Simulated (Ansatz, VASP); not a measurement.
# NbN: VASP beside Ansatz

```
CELL_PARAMETERS angstrom
0.00000 2.20179 2.20179
2.20179 0.00000 2.20179
2.20179 2.20179 0.00000
ATOMIC_POSITIONS crystal
Nb 0.50000 0.50000 0.50000
N 0.00000 0.00000 0.00000
```

Change from the starting cell: volume scaled by 1.01.

Alike in both runs: task single point; functional PBE; k mesh 13 × 13 × 13; occupations fermi-dirac, width 0.08 eV; no spin polarisation.

```csv
,VASP,Ansatz
version,VASP 6.6.1,Ansatz 0.2.0
potentials or method,"VASP PAW PBE potentials, release 64 (Nb_sv, N), cutoff 600 eV","all-electron LAPW, scalar-relativistic"
```

Ansatz gave:

- pressure (GPa): 3.8

Task: Which values does VASP return?

Result: Pressure (GPa): 3.1.

Ansatz ran all-electron here, and VASP with PAW potentials.
